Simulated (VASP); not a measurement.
Here is a VASP 6.6.1 calculation.

The input INCAR:

```
PREC = Accurate
ENCUT = 520
EDIFF = 1E-6
ISMEAR = -1
SIGMA = 0.1
LREAL = False
LASPH = True
NELM = 80
ALGO = Normal
ISIF = 2
LWAVE = False
LCHARG = False
GGA = PS
NBANDS = 12
```

File KPOINTS:

```
regular mesh
0
Gamma
  11 11 11
```

The input POSCAR:

```
Nb
1.0
    2.8372922920     -0.0000000157     -0.0000000272
   -0.9457640825      2.6750248317     -0.0000000272
   -0.9457640825     -1.3375123766      2.3166394827
Nb
1
Direct
    0.0000000000      0.0000000000      0.0000000000
```

Potentials or basis: VASP PAW PBE potentials, release 64 (Nb_sv).

Command:

```sh
$ cat potpaw_PBE.64/Nb_sv/POTCAR > POTCAR
$ mpirun -np 1 vasp_std > vasp.out
```

(1) Predict the pressure.

(2) Estimate the band gap on the k mesh.

Results:

(1) -0.3 GPa.

(2) zero (an odd number of electrons rules out a gap without spin polarisation).

Caveat: the PAW data sets were made with another functional, which shifts forces and pressure a little.
